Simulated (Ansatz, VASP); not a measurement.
## TiO2: VASP beside Ansatz

File INCAR:

```
  PREC = Accurate
  ENCUT = 520
  EDIFF = 1E-6
  ISMEAR = -1
  SIGMA = 0.05
  LREAL = False
  LASPH = True
  NELM = 100
  ALGO = Normal
  ISIF = 2
  LWAVE = False
  LCHARG = False
  GGA = PE
  NBANDS = 33
```

KPOINTS

```
Automatic mesh
0
Gamma
  8 8 6
```

The input POSCAR:

```
TiO2
1.0
    2.7239552772     -2.7245803899      0.0000000000
    2.7239552772      2.7245803899      0.0000000000
   -2.6509721109      0.0000000000      4.8284037337
Ti O
2 4
Direct
    0.8658900000      0.1341100000      0.7500000000
    0.1341100000      0.8658900000      0.2500000000
    0.0887550000      0.3312210000      0.1671490000
    0.9112450000      0.6687790000      0.8328510000
    0.6687790000      0.9112450000      0.3328510000
    0.3312210000      0.0887550000      0.6671490000
```

File input.yaml:

```yaml
crystal:
  lattice:
    - [2.7239552772, -2.7245803899, 0.0]
    - [2.7239552772, 2.7245803899, 0.0]
    - [-2.6509721109, 0.0, 4.8284037337]
  atoms:
    - { symbol: Ti, position: [0.86589, 0.13411, 0.75] }
    - { symbol: Ti, position: [0.13411, 0.86589, 0.25] }
    - { symbol: O, position: [0.088755, 0.331221, 0.167149] }
    - { symbol: O, position: [0.911245, 0.668779, 0.832851] }
    - { symbol: O, position: [0.668779, 0.911245, 0.332851] }
    - { symbol: O, position: [0.331221, 0.088755, 0.667149] }
hamiltonian:
  xc: pbe
  pseudopotentials: { kind: paw }
kpoints:
  mp_grid: { grid: [8, 8, 6] }
scf:
  occupations: { method: fermi_dirac, width: 0.05 }
output:
  forces: true
  stress: true
  eigenvalues: true
  write_density: true
  write_potential: true
  elf: true
  volumetric_format: npy
```

Alike in both runs: task single point; functional PBE; k mesh 8 × 8 × 6; occupations fermi-dirac, width 0.05 eV; no spin polarisation.

|  | VASP | Ansatz |
| --- | --- | --- |
| version | VASP 6.6.1 | Ansatz 0.2.0 |
| potentials or method | VASP PAW PBE potentials, release 64 (Ti_sv, O) | Ansatz PAW |
| plane-wave cutoff (eV) | 520 | 420 |
| valence electrons in the cell | 48 | 48 |

```csv
,VASP,Ansatz,Ansatz less VASP
gap on the k mesh at the Fermi level (eV),2.01,2.03,+0.022
least direct gap on the mesh (eV),2.34,2.36,+0.020
pressure (GPa),-4.8,-5.4,-0.61
"traceless stress, the component that is largest in VASP (GPa)",-0.38,-0.42,-0.041
rms of the force components (eV/Å),0.102,0.111,+0.0098
```

Atom by atom the forces differ by 0.011 eV/Å (rms over components). The functional is the same, so the differences come from potentials, cutoffs and numerics.
